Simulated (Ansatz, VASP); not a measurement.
# Ba: VASP beside Ansatz

```
Ba
1.0
     0.00000    5.02499   -5.02499
    -5.02499    0.00000    5.02499
     2.51250    2.51250    2.51250
Ba
3
Direct
  0.00000 0.00000 0.00000
  0.33333 0.66667 0.33333
  0.66667 0.33333 0.66667
```

Alike in both runs: task single point; functional PBE; k mesh 6 × 6 × 8; occupations fermi-dirac, width 0.1 eV; no spin polarisation.

|  | VASP | Ansatz |
| --- | --- | --- |
| version | VASP 6.6.1 | Ansatz 0.2.0 |
| potentials or method | VASP PAW PBE potentials, release 64 (Ba_sv), cutoff 520 eV | all-electron LAPW, scalar-relativistic |

|  | VASP | Ansatz | Ansatz less VASP |
| --- | --- | --- | --- |
| pressure (GPa) | 0.0 | 0.0 | -0.05 |

Ansatz ran all-electron here, and VASP with PAW potentials.

Neither program's run includes spin-orbit coupling.
